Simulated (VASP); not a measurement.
Runs of VASP 6.6.1 on C. The structure is that of space group P6_3/mmc (No. 194), or close to it. The cells are those of the table. 

```csv
task,level,potentials or basis,cell,cutoff (eV),gap on the mesh (eV),pressure (GPa),relaxed volume (Å³/atom),largest force (eV/Å)
single point,LDA,"VASP PAW LDA potentials, release 64 (C)","a = 2.522, b = 2.522, c = 12.356 Å, angles 90.0, 90.0, 120.0°, 12 atoms",520,(a),-11.3,-,0.34
single point,revPBE,"VASP PAW PBE potentials, release 64 (C)","a = 2.522, b = 2.522, c = 12.356 Å, angles 90.0, 90.0, 120.0°, 12 atoms",520,4.37,(b),-,0.33
relaxation of cell and atoms,r2SCAN,"VASP PAW PBE potentials, release 64 (C)","relaxed from a = 2.522, b = 2.522, c = 12.356 Å, angles 90.0, 90.0, 120.0°, 12 atoms",600,4.66,-0.1,5.65,0.01
single point,revPBE+D3(BJ),"VASP PAW PBE potentials, release 64 (C)","a = 2.508, b = 2.508, c = 12.368 Å, angles 90.0, 90.0, 120.0°, 12 atoms",520,4.46,0.6,-,-
relaxation of cell and atoms,revPBE+D3(BJ),"VASP PAW PBE potentials, release 64 (C)","relaxed from a = 2.522, b = 2.522, c = 12.356 Å, angles 90.0, 90.0, 120.0°, 12 atoms",600,4.46,0.0,5.61,-
```

Alike in all rows: no spin polarisation; k mesh 12 × 12 × 3; smearing fermi-dirac 0.05 eV.

Problem. Estimate the missing entries.

Solution. (a) 4.35; (b) 7.3.

Caveats: the PAW data sets were made with another functional, which shifts forces and pressure a little (some runs).

A k mesh can miss the band edges.
